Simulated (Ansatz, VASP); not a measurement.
## One calculation of Cu, two programs

```xyz
1
Lattice="-0.0362 1.7894 1.7894 1.7894 -0.0362 1.7894 1.7894 1.7894 -0.0362" Properties=species:S:1:pos:R:3 pbc="T T T"
Cu    0.0000    0.0000    0.0000
```

Change from the starting cell: equal xy, yz and zx shear strains of -2 %, PAW files.

Alike in both runs: task electric field gradients; functional PBEsol; k mesh 19 × 19 × 19; occupations fermi-dirac, width 0.08 eV; no spin polarisation.

|  | VASP | Ansatz |
| --- | --- | --- |
| version | VASP 6.6.1 | Ansatz 0.2.0 |
| potentials or method | VASP PAW PBE potentials, release 64 (Cu) | PAW with Ansatz's default frozen-core files, scalar-relativistic |
| plane-wave cutoff (eV) | 520 | 420 |
| valence electrons in the cell | 11 | 19 |

|  | VASP | Ansatz | Ansatz less VASP |
| --- | --- | --- | --- |
| pressure (GPa) | -5.6 | -6.3 | -0.68 |
| traceless stress, the component that is largest in VASP (GPa) | 1.37 | 1.39 | +0.020 |
| size of Vzz on the site where it differs most (V/Å²) | 1.1 | 0.1 | -0.95 |

VASP's potentials were made for PBE, not for PBEsol. VASP's potentials hold 11 valence electrons a cell and Ansatz's 19, so a difference there can come from the potentials and not from the codes.
